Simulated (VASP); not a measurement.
Input of a VASP 6.6.1 run:

The input INCAR:

```
SYSTEM = BaZrO3
PREC     = Accurate       ! precision mode
ENCUT    = 520            ! plane-wave cutoff, eV
EDIFF    = 1E-6           ! SCF threshold, eV
ISMEAR   = 0              ! smearing method
SIGMA    = 0.01           ! smearing width, eV
LREAL    = .False.        ! projectors in reciprocal space
LASPH    = .True.         ! aspherical terms in the spheres
NELM     = 60             ! most SCF steps
ALGO     = Normal         ! electronic algorithm
ISIF     = 2              ! what is computed and relaxed
LWAVE    = .False.        ! write WAVECAR
LCHARG   = .False.        ! write CHGCAR
GGA      = PS             ! functional
NBANDS   = 28             ! bands
```

KPOINTS

```
regular mesh
0
Gamma
  4 4 4
  0 0 0
```

Contents of POSCAR:

```
BaZrO3
1.0
    4.2936078882      0.0000000000      0.0000000000
    0.0000000000      4.2936078882      0.0000000000
    0.0000000000      0.0000000000      4.2936078882
Ba Zr O
1 1 3
Direct
    0.0000000000      0.0000000000      0.0000000000
    0.5000000000      0.5000000000      0.5000000000
    0.0000000000      0.5000000000      0.5000000000
    0.5000000000      0.0000000000      0.5000000000
    0.5000000000      0.5000000000      0.0000000000
```

Potentials or basis: VASP PAW PBE potentials, release 64 (Ba_sv, Zr_sv, O).

Command:

```bash
$ cat potpaw_PBE.64/Ba_sv/POTCAR potpaw_PBE.64/Zr_sv/POTCAR potpaw_PBE.64/O/POTCAR > POTCAR
$ mpirun -np 1 vasp_std > vasp.out
```

(1) What does it give for the band gap on the k mesh?

(2) What does it give for the pressure?

Results:

(1) 2.95 eV, indirect (least direct gap 3.23 eV).

(2) -10.1 GPa.

Caveat: the PAW data sets were made with another functional, which shifts forces and pressure a little; spin-orbit coupling is left out, which moves the levels of the heavy elements.
